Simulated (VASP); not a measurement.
# FeO (Fm-3m) in VASP: further runs, part 2 of 3

VASP 6.6.1. Earlier steps stand in the parts before.

## (3) Single point, PBE, collinear spin, ferromagnetic start

This run uses another cell than the first one, of 10.21 Å³/atom, 1.085 times its volume.

INCAR

```
SYSTEM = FeO
  ALGO = Normal
  EDIFF = 1E-6
  ENCUT = 600
  GGA = PE
  GGA_COMPAT = .FALSE.
  ISIF = 2
  ISMEAR = -1
  ISPIN = 2
  LASPH = .TRUE.
  LCHARG = .FALSE.
  LMAXMIX = 4
  LORBIT = 11
  LREAL = .FALSE.
  LWAVE = .FALSE.
  MAGMOM = 3 0
  NBANDS = 22
  NELM = 200
  PREC = Accurate
  SIGMA = 0.05
```

KPOINTS

```
k-points
0
G
  11 11 11
  0 0 0
```

POSCAR

```
FeO
1.0
    0.0000000000      2.1696747492      2.1696747492
    2.1696747492      0.0000000000      2.1696747492
    2.1696747492      2.1696747492      0.0000000000
Fe O
1 1
Direct
    0.0000000000      0.0000000000      0.0000000000
    0.5000000000      0.5000000000      0.5000000000
```

Potentials or basis: VASP PAW PBE potentials, release 64 (Fe_sv, O).

Started as:

```
$ cat potpaw_PBE.64/Fe_sv/POTCAR potpaw_PBE.64/O/POTCAR > POTCAR
$ mpirun -np 1 vasp_std > vasp.out
```

OUTCAR:

```text
SYSTEM = FeO
   EDIFF = 1E-6
   ENCUT = 600
   GGA = PE
   ISIF = 2
   ISMEAR = -1
   ISPIN = 2
   LASPH = .TRUE.
   LORBIT = 11
   LREAL = .FALSE.
   NELM = 200
   PREC = Accurate

 ion  position               nearest neighbor table
   1  0.000  0.000  0.000-   2 2.17   2 2.17   2 2.17   2 2.17   2 2.17   2 2.17
   2  0.500  0.500  0.500-   1 2.17   1 2.17   1 2.17   1 2.17   1 2.17   1 2.17

  LATTYP: Found a face centered cubic cell.
 ALAT       =     4.3393494984

  Lattice vectors:

 A1 = (   0.0000000000,   2.1696747492,   2.1696747492)
 A2 = (   2.1696747492,   0.0000000000,   2.1696747492)
 A3 = (   2.1696747492,   2.1696747492,   0.0000000000)

Analysis of symmetry for initial positions (statically):
=====================================================================
 Subroutine PRICEL returns:
 Original cell was already a primitive cell.

 Routine SETGRP: Setting up the symmetry group for a
 face centered cubic supercell.

 Subroutine GETGRP returns: Found 48 space group operations
 (whereof 48 operations were pure point group operations)
 out of a pool of 48 trial point group operations.

The static configuration has the point symmetry O_h .

Analysis of symmetry for dynamics (positions and initial velocities):
=====================================================================
 Subroutine PRICEL returns:
 Original cell was already a primitive cell.

 Routine SETGRP: Setting up the symmetry group for a
 face centered cubic supercell.

 Subroutine GETGRP returns: Found 48 space group operations
 (whereof 48 operations were pure point group operations)
 out of a pool of 48 trial point group operations.

The dynamic configuration has the point symmetry O_h .

Analysis of structural, dynamic, and magnetic symmetry:
=====================================================================
 Subroutine PRICEL returns:
 Original cell was already a primitive cell.

 Routine SETGRP: Setting up the symmetry group for a
 face centered cubic supercell.

 Subroutine GETGRP returns: Found 48 space group operations
 (whereof 48 operations were pure point group operations)
 out of a pool of 48 trial point group operations.

The overall configuration has the point symmetry O_h .

 Subroutine INISYM returns: Found 48 space group operations
 (whereof 48 operations are pure point group operations),
 and found     1 'primitive' translations

----------------------------------------------------------------------------------------

                                     Primitive cell

  volume of cell :      20.4274

  direct lattice vectors                    reciprocal lattice vectors
     0.000000000  2.169674749  2.169674749    -0.230449287  0.230449287  0.230449287
     2.169674749  0.000000000  2.169674749     0.230449287 -0.230449287  0.230449287
     2.169674749  2.169674749  0.000000000     0.230449287  0.230449287 -0.230449287

  length of vectors
     3.068383456  3.068383456  3.068383456     0.399149874  0.399149874  0.399149874

  position of ions in fractional coordinates (direct lattice)
     0.000000000  0.000000000  0.000000000
     0.500000000  0.500000000  0.500000000

  ion indices of the primitive-cell ions
   primitive index   ion index
                 1           1
                 2           2

[... 65 lines left out ...]
   ISPIN  =      2    spin polarized calculation?
   LNONCOLLINEAR =      F non collinear calculations
   LSORBIT =      F    spin-orbit coupling
   LASPH  =      T    aspherical Exc in radial PAW
   ENCUT  =  600.0 eV  44.10 Ry    6.64 a.u.   6.13  6.13  6.13*2*pi/ulx,y,z
   NELM   =    200;   NELMIN=  2; NELMDL= -5     # of ELM steps
   EDIFF  = 0.1E-05   stopping-criterion for ELM
   LREAL  =      F    real-space projection
   EDIFFG = 0.1E-04   stopping-criterion for IOM
   NSW    =      0    number of steps for IOM
   IBRION =     -1    ionic relax: 0-MD 1-quasi-New 2-CG
   NFREE  =      0    steps in history (QN), initial steepest desc. (CG)
   ISIF   =      2    stress and relaxation
   ISYM   =      2    0-nonsym 1-usesym 2-fastsym
   POTIM  = 0.5000    time-step for ionic-motion
   TEBEG  =    0.0;   TEEND  =   0.0 temperature during run
   PSTRESS=    0.0 pullay stress
   NELECT =      22.0000    total number of electrons
   NUPDOWN=      -1.0000    fix difference up-down
   EMIN   =  10.00;   EMAX   =-10.00  energy-range for DOS
   EFERMI =   0.00;   METHOD = LEGACY
   ISMEAR =    -1;   SIGMA  =   0.05  broadening in eV -4-tet -1-fermi 0-gaus
   EFERMI_NEDOS =   21; number of points for ismear=-14 and -15
   IALGO  =     38    algorithm
   IMIX   =      4    mixing-type and parameters
     AMIX     =   0.40;   BMIX     =  1.00
     AMIX_MAG =   1.60;   BMIX_MAG =  1.00
  volume/ion in A,a.u.               =      10.21        68.93
  Fermi-wavevector in a.u.,A,eV,Ry     =   1.678074  3.171100 38.313083  2.815932
  Thomas-Fermi vector in A             =   2.762227
   LORBIT       =     11    0 simple, 1 ext, 2 COOP (PROOUT), +10 PAW based schemes
   GGA     = PE    functional components
   LHFCALC =     F    Hartree Fock is set to
   AEXX    =    0.0000 exact exchange contribution
   IVDW    =     0    specifies the selected vdW correction
   LEPSILON=     F    determine dielectric tensor
   LRPA    =     F    only Hartree local field effects (RPA)
 spin polarized calculation
  energy-cutoff  :      600.00
  volume of cell :       20.43
 maximum number of plane-waves:       701
 NGX is ok and might be reduce to    28
   NGX = 13   NGY = 13   NGZ = 13

 number of electron      21.9999987 magnetization       4.0013295

 Free energy of the ion-electron system (eV)
  ---------------------------------------------------
  ext. energy  EPLUGINS =         0.00000000
  ---------------------------------------------------
  free energy    TOTEN  =       -15.03349728 eV

  energy without entropy =      -15.02149166  energy(sigma->0) =      -15.02749447

 E-fermi :   9.5362     XC(G=0): -12.4125

 val. band max:        9.5314386457   @ k =  -0.2727   0.1818   0.0000
 cond. band min:       9.5378857370   @ k =  -0.3636   0.2727   0.0909
 fundamental gap:      0.0064470912
 Fermi energy:         9.5361662309

 spin component 1

 k-point     1 :       0.0000    0.0000    0.0000
  band No.  band energies     occupation
      1     -80.3899      1.00000
      2     -46.4138      1.00000
      3     -46.4138      1.00000
      4     -46.4138      1.00000
      5     -11.0934      1.00000
      6       5.6808      1.00000
[... 589 lines left out ...]
     21      35.4863      0.00000
     22      37.2375      0.00000

 [... further k-points ...]

 spin component 2

 k-point     1 :       0.0000    0.0000    0.0000
  band No.  band energies     occupation
      1     -76.2267      1.00000
      2     -42.3435      1.00000
      3     -42.3435      1.00000
      4     -42.3435      1.00000
      5     -10.5763      1.00000
      6       6.2671      1.00000
[... 589 lines left out ...]
     21      36.2517      0.00000
     22      37.9984      0.00000

 [... further k-points ...]

------------------------ aborting loop because EDIFF is reached ----------------------------------------

  FORCE on cell =-STRESS in cart. coord.  units (eV):
  Direction    XX          YY          ZZ          XY          YZ          ZX
  --------------------------------------------------------------------------------------
  -------------------------------------------------------------------------------------
  Total       -0.7623013     -0.7623013     -0.7623013     -0.0000000     -0.0000000      0.0000000
  in kB      -59.7892828    -59.7892828    -59.7892828     -0.0000000     -0.0000000      0.0000000
  external PRESSURE =     -59.7892828 kB  Pullay stress =       0.0000000 kB

 VOLUME and BASIS-vectors are now :
 -----------------------------------------------------------------------------
  energy-cutoff  :      600.00
  volume of cell :       20.43
      direct lattice vectors                 reciprocal lattice vectors
     0.000000000  2.169674749  2.169674749    -0.230449287  0.230449287  0.230449287
     2.169674749  0.000000000  2.169674749     0.230449287 -0.230449287  0.230449287
     2.169674749  2.169674749  0.000000000     0.230449287  0.230449287 -0.230449287

 POSITION                                       TOTAL-FORCE (eV/Angst)
 -----------------------------------------------------------------------------------
      0.00000      0.00000      0.00000         0.000000      0.000000     -0.000000
      2.16967      2.16967      2.16967         0.000000     -0.000000      0.000000
 -----------------------------------------------------------------------------------
    total drift:                                0.000000      0.000000      0.000000

  FREE ENERGIE OF THE ION-ELECTRON SYSTEM (eV)
  ---------------------------------------------------
  free  energy   TOTEN  =       -15.0334972802 eV

  energy  without entropy=      -15.0214916599  energy(sigma->0) =      -15.02749447

 total charge

# of ion       s       p       d       tot
------------------------------------------
    1        2.101   5.994   5.509  13.604
    2        1.553   3.430   0.000   4.983
--------------------------------------------------
tot          3.654   9.425   5.509  18.587

 magnetization (x)

# of ion       s       p       d       tot
------------------------------------------
    1        0.015   0.010   3.452   3.477
    2        0.029   0.263   0.000   0.292
--------------------------------------------------
tot          0.045   0.273   3.452   3.770
```

OSZICAR:

```text
N       E                     dE             d eps       ncg     rms          rms(c)
DAV:   1     0.310341609931E+03    0.31034E+03   -0.12902E+04  5094   0.141E+03
DAV:   2    -0.226048132330E+00   -0.31057E+03   -0.29312E+03  5090   0.472E+02
DAV:   3    -0.173669429162E+02   -0.17141E+02   -0.16869E+02  5934   0.126E+02
DAV:   4    -0.176461337378E+02   -0.27919E+00   -0.27912E+00  5470   0.177E+01
DAV:   5    -0.176530665680E+02   -0.69328E-02   -0.69326E-02  5960   0.286E+00    0.166E+01
DAV:   6    -0.156147330459E+02    0.20383E+01   -0.16474E+01  7852   0.564E+01    0.256E+01
DAV:   7    -0.150596689826E+02    0.55506E+00   -0.25965E+00  6834   0.318E+01    0.108E+01
DAV:   8    -0.150487907834E+02    0.10878E-01   -0.13459E-01  5718   0.326E+00    0.575E+00
DAV:   9    -0.150334817175E+02    0.15309E-01   -0.34744E-02  7362   0.264E+00    0.906E-01
DAV:  10    -0.150331817612E+02    0.29996E-03   -0.75906E-03  6394   0.131E+00    0.154E-01
DAV:  11    -0.150334443452E+02   -0.26258E-03   -0.83281E-04  6456   0.246E-01    0.731E-02
DAV:  12    -0.150334791301E+02   -0.34785E-04   -0.51923E-05  6294   0.702E-02    0.407E-02
DAV:  13    -0.150334979621E+02   -0.18832E-04   -0.29492E-05  5666   0.460E-02    0.120E-02
DAV:  14    -0.150334972802E+02    0.68199E-06   -0.90063E-07  4784   0.104E-02
   1 F= -.15033497E+02 E0= -.15027494E+02  d E =-.120056E-01  mag=     4.0012
```

stdout:

```text
POSCAR found type information on POSCAR FeO
 POSCAR found :  2 types and       2 ions
 scaLAPACK will be used
 LDA part: xc-table for (Slater+PW92), standard interpolation
 POSCAR, INCAR and KPOINTS ok, starting setup
 FFT: planning ... GRIDC
 FFT: planning ... GRID_SOFT
 FFT: planning ... GRID
 WAVECAR not read
 entering main loop
```

Run time: 67 s. Hardware: 1 thread of Intel Xeon Platinum 8488C (Sapphire Rapids), shared host; peak memory 0.19 GiB.

Results:

```yaml
Free_energy: -15.0335 eV
Pressure: -6.0 GPa
Band_gap_on_the_k_mesh: zero (filled and empty bands overlap)
Net_moment: 4.00 μB per cell
Site_moments: Fe +3.48; O +0.29 μB
Valence_electrons_inside_the_program's_atomic_spheres: Fe 13.60; O 4.98
```

Caveat: a cell with one magnetic atom can't hold antiferromagnetic order, which such compounds often take; semilocal functionals often make such compounds metallic where correlation or magnetic order opens a gap, which also shifts bond lengths.

(Part 2 of 3 ends here.)
